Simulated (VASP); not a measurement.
Runs of VASP 6.6.1 on Al. The structure is that of space group Fm-3m (No. 225), or close to it. The cells are those of the table. 

| cell | gap on the mesh (eV) | pressure (GPa) |
| --- | --- | --- |
| a = 2.825 Å, angles 60.0°, 1 atom | none | 3.2 |
| a = 2.938 Å, angles 60.0°, 1 atom | none | -5.5 |
| a = 2.901 Å, angles 60.0°, 1 atom | none | -3.2 |
| a = 2.744 Å, angles 60.0°, 1 atom | none | 12.5 |
| a = 2.785 Å, angles 60.0°, 1 atom | none | (a) |
| a = 2.974 Å, angles 60.0°, 1 atom | none | -7.3 |
| a = 2.864 Å, angles 60.0°, 1 atom | none | (b) |

Alike in all rows: task single point; level PBE; potentials or basis VASP PAW PBE potentials, release 64 (Al); no spin polarisation; k mesh 12 × 12 × 12; cutoff (eV) 520; smearing methfessel-paxton 0.1 eV.

Question: Fill in the values left out.

Answer: (a) 7.4; (b) -0.3.

A gap of «none» marks levels without a gap at the run's occupations.
